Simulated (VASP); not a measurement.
A run of VASP 6.6.1:

Contents of INCAR:

```
PREC = Accurate ; ENCUT = 520
EDIFF = 1E-8 ; ISMEAR = -1
SIGMA = 0.02 ; LREAL = F
LASPH = T ; NELM = 60
ALGO = Normal ; ISIF = 2
LWAVE = F ; LCHARG = F
GGA = PE ; LEFG = T
NBANDS = 15
```

The input KPOINTS:

```
regular mesh
0
Gamma
  8 8 8
```

POSCAR

```
SrO
1.0
    0.0000000000      2.5262356518      2.5262356518
    2.5262356518      0.0000000000      2.5262356518
    2.5262356518      2.5262356518      0.0000000000
Sr O
1 1
Direct
    0.0000000000      0.0000000000      0.0000000000
    0.5000000000      0.5000000000      0.5000000000
```

Potentials or basis: VASP PAW PBE potentials, release 64 (Sr_sv, O).

Command:

```sh
$ cat potpaw_PBE.64/Sr_sv/POTCAR potpaw_PBE.64/O/POTCAR > POTCAR
$ mpirun -np 1 vasp_std > vasp.out
```

Hardware: 1 thread of AMD EPYC 9R14 (Zen 4) (shared host).

Estimate the wall time of this run.

It took 12 s on 1 thread of AMD EPYC 9R14 (Zen 4), on a shared host, peak memory 0.13 GiB. Counts: scf iterations 15, k points 29.
